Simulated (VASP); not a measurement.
A run of VASP 6.6.1 is set up as follows.

INCAR

```
SYSTEM = Al13V3
  ALGO = Normal
  EDIFF = 1E-7
  ENCUT = 520
  GGA = PE
  ISIF = 2
  ISMEAR = 0
  ISYM = 0
  LASPH = .True.
  LCHARG = .False.
  LREAL = Auto
  LWAVE = .False.
  NBANDS = 53
  NELM = 80
  PREC = Accurate
  SIGMA = 0.1
```

Contents of KPOINTS:

```
Automatic mesh
0
Gamma
  2 2 2
  0.5 0.5 0.5
```

POSCAR

```
Al13V3
1.0
   -3.9639581546      3.9665892427     -3.9700669385
    3.9650552662      3.9672313478      3.9696119320
    3.9631054721     -3.9661342362     -3.9687592495
Al V
13 3
Direct
    0.0057678717      0.2349761118      0.7458178385
    0.5008394214      0.9985659679      0.5032232426
    0.7407993031      0.5116749483      0.7459280619
    0.2587937324      0.2587655904      0.5167897283
    0.0030923643      0.5053886503      0.5032609196
    0.7428885469      0.9849233118      0.2430227924
    0.5007305266      0.2587289588      0.2430526265
    0.9985000964      0.9985213758      0.9963730567
    0.2716975549      0.5117876935      0.2668138673
    0.9959307949      0.7560238016      0.2668416064
    0.7300422970      0.2350217361     -0.0098649552
    0.5008909404      0.5008825817      1.0009905313
    0.2609691451      0.7560010805     -0.0097188211
    0.2452535061      0.9897354911      0.7453846762
    0.5009316004      0.7564722106      0.7455018232
    0.7563485965      0.7564559943      0.5120576704
```

Potentials or basis: VASP PAW PBE potentials, release 64 (Al, V_sv).

The run is started by

```sh
$ cat potpaw_PBE.64/Al/POTCAR potpaw_PBE.64/V_sv/POTCAR > POTCAR
$ mpirun -np 1 vasp_std > vasp.out
```

Q: Predict the pressure.

A: -0.1 GPa.

Q: Estimate the largest force.

A: 0.031 eV/Å.

Forces on the atoms (eV/Å):
```
Al   0.005  0.029  0.002
Al   0.001  0.019  0.019
Al  -0.002 -0.030 -0.004
Al   0.005  0.003 -0.003
Al  -0.019 -0.018  0.001
Al  -0.005 -0.005  0.002
Al  -0.002  0.011  0.007
Al   0.021  0.000 -0.020
Al  -0.030 -0.003  0.002
Al  -0.005  0.001  0.031
Al   0.029  0.002  0.000
Al   0.003  0.000 -0.003
Al   0.001 -0.005 -0.031
V    0.013  0.014 -0.004
V   -0.003 -0.013 -0.008
V   -0.012 -0.005  0.010
```

Caveat: the k points lie up to 0.56 Å⁻¹ apart.
